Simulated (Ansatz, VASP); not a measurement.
One calculation of H2RuCl, two programs

```
CELL_PARAMETERS angstrom
-3.22075 0.00000 0.00000
0.00000 0.00000 -4.68027
0.00000 -5.57850 0.00000
ATOMIC_POSITIONS crystal
H 0.50000 0.50006 0.83333
H 0.00000 0.50006 0.33333
H 0.00000 0.49994 0.66667
H 0.50000 0.49994 0.16667
Ru 0.50000 0.50000 0.50000
Ru 0.00000 0.50000 0.00000
Cl 0.50000 0.00000 0.50000
Cl 0.00000 0.00000 0.00000
```

Alike in both runs: task single point; functional PBE; k mesh 6 × 6 × 4; occupations gaussian, width 0.2 eV; no spin polarisation.

|  | VASP | Ansatz |
| --- | --- | --- |
| version | VASP 6.6.1 | Ansatz 0.2.0 |
| potentials or method | VASP PAW PBE potentials, release 64 (H, Ru_pv, Cl), cutoff 520 eV | scalar-relativistic, plane waves, PAW |
| valence electrons in the cell | 46 | 50 |

```csv
,VASP,Ansatz,Ansatz less VASP
gap on the k mesh at the Fermi level (eV),none,none,-
pressure (GPa),0.1,0.2,+0.14
"traceless stress, the component that is largest in VASP (GPa)",0.51,0.56,+0.051
rms of the force components (eV/Å),0.016,0.016,0.0000
```

Atom by atom the forces differ by 0.000 eV/Å (rms over components). A gap of «none» marks a metal or a gap that the smearing closes. VASP's potentials hold 46 valence electrons a cell and Ansatz's 50, so a difference there can come from the potentials and not from the codes.
